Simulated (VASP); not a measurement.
# Sn32HO31 (a cell with a defect): single point with PBE

The system is Sn32HO31 (a cell with a defect).

```
Sn H O
1.0
   -10.94765    0.00000    0.00000
     0.00000  -10.95118    0.00000
     0.00000    5.47559   10.22196
Sn H O
32 1 31
Direct
  0.99825 0.30580 0.86555
  0.00182 0.80611 0.86091
  0.74835 0.05413 0.86119
  0.75217 0.55885 0.86577
  0.50262 0.80753 0.86203
  0.49753 0.30735 0.86472
  0.25249 0.55818 0.86475
  0.24720 0.05541 0.86153
  0.00458 0.19574 0.13434
  0.00115 0.69170 0.13653
  0.74700 0.93693 0.13440
  0.74794 0.44321 0.13704
  0.49795 0.69166 0.13426
  0.50073 0.19574 0.13690
  0.25082 0.44423 0.13414
  0.25136 0.94238 0.13639
  0.00496 0.05259 0.36537
  0.00111 0.55623 0.36424
  0.74811 0.80587 0.36402
  0.74463 0.31440 0.36796
  0.49681 0.56184 0.36675
  0.50075 0.05649 0.36426
  0.25111 0.30888 0.36385
  0.25130 0.80691 0.36637
  0.00219 0.44258 0.63827
  0.99817 0.94281 0.63352
  0.74810 0.19483 0.63837
  0.75149 0.69015 0.63408
  0.49792 0.94346 0.63440
  0.50324 0.44399 0.63776
  0.25219 0.69179 0.63438
  0.24703 0.19464 0.63717
  0.87946 0.11638 0.24282
  0.87413 0.62280 0.25051
  0.62486 0.87383 0.24661
  0.62453 0.38026 0.25851
  0.37400 0.62621 0.24980
  0.37741 0.12623 0.25006
  0.12466 0.37317 0.24620
  0.12515 0.87651 0.25407
  0.87242 0.12388 0.74943
  0.87770 0.62393 0.74928
  0.62523 0.87095 0.74367
  0.62530 0.37886 0.75476
  0.38049 0.62555 0.74952
  0.36955 0.12570 0.74938
  0.12508 0.37634 0.75549
  0.12459 0.87320 0.74425
  0.87519 0.37579 0.75301
  0.87490 0.87191 0.74541
  0.62102 0.12556 0.75062
  0.62894 0.62587 0.75099
  0.37495 0.87584 0.75003
  0.37514 0.37460 0.74738
  0.12912 0.62462 0.74957
  0.12114 0.12444 0.74917
  0.87487 0.87661 0.25069
  0.87444 0.36863 0.25048
  0.62313 0.62537 0.24979
  0.63244 0.12624 0.25032
  0.37495 0.37730 0.24982
  0.37495 0.87581 0.25136
  0.12292 0.12532 0.25080
  0.12504 0.62560 0.25145
```

```json
{
 "Program": "VASP 6.6.1",
 "Task": "single point",
 "Functional": "PBE",
 "Potentials or basis": "VASP PAW PBE potentials, release 64 (Sn_d, H, O)",
 "Cutoff": "520 eV",
 "k mesh": "1 × 1 × 1",
 "Occupations": "gaussian, width 0.05 eV",
 "Spin": "collinear spin",
 "Dipole correction": "no",
 "Further INCAR settings": "LREAL = Auto; ALGO = Normal; EDIFF = 1e-07; NBANDS = 360"
}
```

```
Pressure                                              : -0.1 GPa
Largest force                                         : 0.116 eV/Å
Net moment                                            : 0.91 μB per cell
Valence electrons inside the program's atomic spheres : Sn 12.08, 12.07, 12.09 (each value once); H 0.51; O 4.98, 5.00, 4.99 (each value once)
```

Forces in eV/Å, atoms in the order of the input:
```
Sn  -0.007  0.002  0.072
Sn  -0.015 -0.011  0.056
Sn   0.012 -0.004  0.050
Sn   0.019 -0.010  0.069
Sn  -0.008  0.000  0.052
Sn   0.006 -0.009  0.075
Sn  -0.002 -0.008  0.064
Sn   0.004 -0.012  0.057
Sn   0.011  0.043 -0.061
Sn  -0.008  0.019 -0.060
Sn  -0.023 -0.048 -0.057
Sn   0.028  0.008 -0.047
Sn  -0.007  0.018 -0.065
Sn   0.007 -0.020 -0.070
Sn  -0.005 -0.005 -0.069
Sn  -0.014  0.024 -0.063
Sn   0.048 -0.051  0.055
Sn  -0.004 -0.027  0.113
Sn  -0.001  0.008  0.111
Sn  -0.045  0.021  0.073
Sn  -0.029  0.014  0.081
Sn   0.010 -0.001  0.105
Sn  -0.017 -0.004  0.106
Sn   0.006 -0.010  0.099
Sn  -0.012 -0.001 -0.089
Sn  -0.009  0.007 -0.087
Sn   0.011  0.012 -0.085
Sn   0.006  0.000 -0.101
Sn   0.007  0.000 -0.098
Sn   0.007  0.020 -0.087
Sn   0.005  0.009 -0.104
Sn  -0.008 -0.003 -0.090
H    0.003 -0.013  0.018
O   -0.006 -0.001 -0.032
O    0.000 -0.003 -0.029
O    0.016 -0.011 -0.013
O    0.003 -0.005 -0.038
O    0.003  0.000 -0.031
O   -0.001 -0.001 -0.037
O    0.004 -0.013 -0.019
O    0.008  0.001  0.019
O   -0.013  0.009  0.021
O   -0.002 -0.003  0.010
O   -0.020  0.004  0.024
O    0.000 -0.013  0.024
O    0.004  0.006  0.018
O    0.020 -0.001  0.032
O    0.005  0.004  0.014
O    0.001  0.007  0.008
O   -0.005  0.003  0.020
O   -0.007  0.003  0.020
O   -0.011  0.004  0.028
O    0.000 -0.006  0.026
O    0.003  0.001  0.001
O    0.009  0.000  0.016
O    0.011 -0.001  0.015
O   -0.005  0.030 -0.010
O   -0.005 -0.005 -0.014
O    0.005 -0.008 -0.027
O    0.001  0.029 -0.024
O    0.012 -0.001 -0.018
O   -0.010 -0.005 -0.006
O    0.002 -0.005 -0.011
O    0.004  0.013 -0.011
```

Stress tensor (GPa, compression positive):
```
 0.31 -0.02  0.00
-0.02 -0.24  0.00
 0.00  0.00 -0.42
```

Levels at points of the mesh, in eV from the Fermi level:
Spin up:
```csv
k point,band 316,band 317,band 318,band 319,band 320,band 321
"(0.00, 0.00, 0.00)",-1.20,-0.65,-0.06,0.10,0.91,1.08
```
Spin down:
| k point | band 314 | band 315 | band 316 | band 317 | band 318 | band 319 | band 320 | band 321 |
| --- | --- | --- | --- | --- | --- | --- | --- | --- |
| (0.00, 0.00, 0.00) | -1.52 | -1.20 | -1.18 | -0.65 | 0.06 | 0.10 | 0.92 | 1.11 |

It took 6.8 min on 1 × NVIDIA H100 80GB with 1 thread of AMD EPYC 7R13 Processor (Zen 3) (shared host), peak memory 2.2 GiB.

Caveat: the k points lie up to 0.65 Å⁻¹ apart; spin-orbit coupling is left out, which moves the levels of the heavy elements.
